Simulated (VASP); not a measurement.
Input of a VASP 6.6.1 run:

File POSCAR:

```
CdS
1.0
    0.0000000000      2.9165000000      2.9165000000
    2.9165000000      0.0000000000      2.9165000000
    2.9165000000      2.9165000000      0.0000000000
Cd S
1 1
Direct
    0.0000000000      0.0000000000      0.0000000000
    0.7500000000      0.7500000000      0.7500000000
```

File INCAR.step1:

```
PREC = Accurate
ENCUT = 520
EDIFF = 1E-5
ISMEAR = 0
SIGMA = 0.01
LREAL = False
LASPH = True
NELM = 60
ALGO = Normal
ISIF = 2
LWAVE = True
LCHARG = False
NBANDS = 16
GGA = PE
```

The input INCAR.step2:

```
PREC = Accurate
ENCUT = 520
EDIFF = 1E-6
ISMEAR = 0
SIGMA = 0.01
LREAL = False
LASPH = True
NELM = 60
ALGO = Normal
ISIF = 2
LWAVE = False
LCHARG = False
GGA = PE
LHFCALC = True
HFSCREEN = 0.2079
PRECFOCK = Normal
NBANDS = 16
ISTART = 1
```

File KPOINTS:

```
regular mesh
0
Gamma
  4 4 4
```

Potentials or basis: VASP PAW PBE potentials, release 64 (Cd, S).

Launch:

```bash
$ cat potpaw_PBE.64/Cd/POTCAR potpaw_PBE.64/S/POTCAR > POTCAR
$ cp INCAR.step1 INCAR
$ mpirun -np 1 vasp_std > vasp.out
$ cp INCAR.step2 INCAR
$ mpirun -np 1 vasp_std > vasp.out
```

Q: Predict the band gap on the k mesh.

A: 2.18 eV, direct.

Q: Estimate the pressure.

A: 2.2 GPa.

Caveat: the k points lie up to 0.47 Å⁻¹ apart; the PAW data sets were made with another functional, which shifts forces and pressure a little.
